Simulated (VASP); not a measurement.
Runs of VASP 6.6.1 on In. The structure is that of space group P6_3/mmc (No. 194), or close to it. The cells are those of the table. 

```tsv
task	cell	k mesh	gap on the mesh (eV)	pressure (GPa)
relaxation of cell and atoms	relaxed from a = 2.940, b = 2.940, c = 9.464 Å, angles 90.0, 90.0, 120.0°, 4 atoms	6 × 6 × 2	none	0.0
single point	a = 2.940, b = 2.940, c = 9.464 Å, angles 90.0, 90.0, 120.0°, 4 atoms	6 × 6 × 2	none	(a)
single point	a = 3.389, b = 3.389, c = 11.060 Å, angles 90.0, 90.0, 120.0°, 4 atoms	12 × 12 × 4	none	-0.1
single point	a = 3.354, b = 3.354, c = 11.169 Å, angles 90.0, 90.0, 120.0°, 4 atoms	6 × 6 × 2	none	0.0
```

Alike in all rows: level PBE; potentials or basis VASP PAW PBE potentials, release 64 (In_d); no spin polarisation; cutoff (eV) 500; smearing gaussian 0.1 eV.

Question: Estimate the missing entries.

Answer: (a) 49.0.

Caveats: some runs use coarse meshes; spin-orbit coupling is left out, which moves the levels of the heavy elements.

A k mesh can miss the band edges, and the runs leave out spin-orbit coupling on In.

A gap of «none» marks levels without a gap at the run's occupations.
